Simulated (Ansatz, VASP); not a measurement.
**BiTe in VASP and in Ansatz**

File POSCAR:

```
BiTe
1.0
    2.6097828348      1.5067588222      2.8587555455
   -2.6097828348      1.5067588222      2.8587555455
    0.0000000000     -3.0135176444      2.8587555455
Bi Te
1 1
Direct
    0.5000000000      0.5000000000      0.5000000000
    0.0000000000      0.0000000000      0.0000000000
```

The input INCAR.step1:

```
PREC = Accurate ; ENCUT = 520
ISMEAR = -1 ; SIGMA = 0.1
LREAL = False ; LASPH = True
NELM = 60 ; NBANDS = 18
GGA = PE ; ALGO = Normal
EDIFF = 1E-4 ; LWAVE = True
LCHARG = False
```

Contents of INCAR.step2:

```
PREC = Accurate ; ENCUT = 520
EDIFF = 1E-6 ; ISMEAR = -1
SIGMA = 0.1 ; LREAL = False
LASPH = True ; NELM = 60
ALGO = Normal ; ISIF = 2
LWAVE = False ; LCHARG = False
METAGGA = R2SCAN ; LMIXTAU = True
NBANDS = 18 ; ISTART = 1
```

Contents of KPOINTS:

```
regular mesh
0
Gamma
  12 12 12
```

Input for Ansatz:

```yaml
crystal:
  lattice:
    - [2.6097828348, 1.5067588222, 2.8587555455]
    - [-2.6097828348, 1.5067588222, 2.8587555455]
    - [0.0, -3.0135176444, 2.8587555455]
  atoms:
    - { symbol: Bi, position: [0.5, 0.5, 0.5] }
    - { symbol: Te, position: [0.0, 0.0, 0.0] }
basis:
  ecutwfc: 500
kpoints:
  mp_grid: { grid: [12, 12, 12] }
hamiltonian:
  xc: r2scan
scf:
  occupations: { method: fermi_dirac, width: 0.1 }
output:
  forces: true
  stress: true
  eigenvalues: true
```

Alike in both runs: task single point; functional r2SCAN; k mesh 12 × 12 × 12; occupations fermi-dirac, width 0.1 eV; no spin polarisation.

|  | VASP | Ansatz |
| --- | --- | --- |
| version | VASP 6.6.1 | Ansatz 0.2.0 |
| potentials or method | VASP PAW PBE potentials, release 64 (Bi_d, Te), cutoff 520 eV | scalar-relativistic, plane waves, PAW |
| valence electrons in the cell | 21 | 31 |

|  | VASP | Ansatz | Ansatz less VASP |
| --- | --- | --- | --- |
| gap on the k mesh at the Fermi level (eV) | none | none | - |
| pressure (GPa) | -3.1 | -3.1 | +0.02 |
| traceless stress, the component that is largest in VASP (GPa) | 3.89 | 3.89 | -0.002 |

VASP's potentials were made for PBE, not for r2SCAN. A gap of «none» marks a metal or a gap that the smearing closes. VASP's potentials hold 21 valence electrons a cell and Ansatz's 31, so a difference there can come from the potentials and not from the codes.

Neither program's run includes spin-orbit coupling.
